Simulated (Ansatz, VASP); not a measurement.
Two plane-wave programs on BaTiO3

```
Ba Ti O
1.0
     3.98410    0.00000    0.00000
     0.00000    2.83705    2.84580
     0.00000   -2.83705    2.84580
Ba Ti O
1 1 3
Direct
  0.00000 0.00000 0.00000
  0.50000 0.50790 0.50790
  0.00000 0.49210 0.49210
  0.50000 0.50251 0.99371
  0.50000 0.99371 0.50251
```

Alike in both runs: task relaxation of cell and atoms; functional PBE; k mesh 8 × 8 × 8; occupations gaussian, width 0.02 eV; no spin polarisation.

```csv
,VASP,Ansatz
version,VASP 6.6.1,Ansatz 0.2.0
potentials or method,"VASP PAW PBE potentials, release 64 (Ba_sv, Ti_sv, O), cutoff 600 eV","scalar-relativistic, plane waves, PAW"
valence electrons in the cell,40,40
```

|  | VASP | Ansatz | Ansatz less VASP |
| --- | --- | --- | --- |
| gap on the k mesh at the Fermi level, each at its own relaxed structure (eV) | 2.34 | 2.39 | +0.049 |
| relaxed volume (Å³/atom) | 13.54 | 13.39 | -0.145 |
| relaxed length of the cell vector where the two differ most in proportion (Å) | 4.124 | 4.106 | -0.0179 |

Spin-orbit coupling is off throughout.
